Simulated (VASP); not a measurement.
InAs:

```
In As
1.0
     0.00000    3.03799    3.03799
     3.03799    0.00000    3.03799
     3.03799    3.03799    0.00000
In As
1 1
Cartesian
  0.0000 0.0000 0.0000
  4.5570 4.5570 4.5570
```

Base run:

```yaml
Program: VASP 6.6.1
Functional: r2SCAN
Potentials_or_basis: VASP PAW PBE potentials, release 64 (In_d, As)
Cutoff: 520 eV
k_mesh: 8 × 8 × 8
Occupations: fermi-dirac, width 0.05 eV
Spin: no spin polarisation
```

Its results: band gap on the k mesh 0.17 eV, direct; pressure 1.0 GPa.

**Question.** The run is repeated on the same cell with these changes: functional from r2SCAN to PBEsol. What comes out?

**Answer.** Band gap on the k mesh zero (filled and empty bands touch); pressure 0.4 GPa.

r2SCAN gives the wider gap, since meta-GGAs in the generalised Kohn-Sham scheme recover part of the derivative discontinuity.

Caveats: the PAW data sets were made with another functional, which shifts forces and pressure a little; spin-orbit coupling is left out, which moves the levels of the heavy elements.

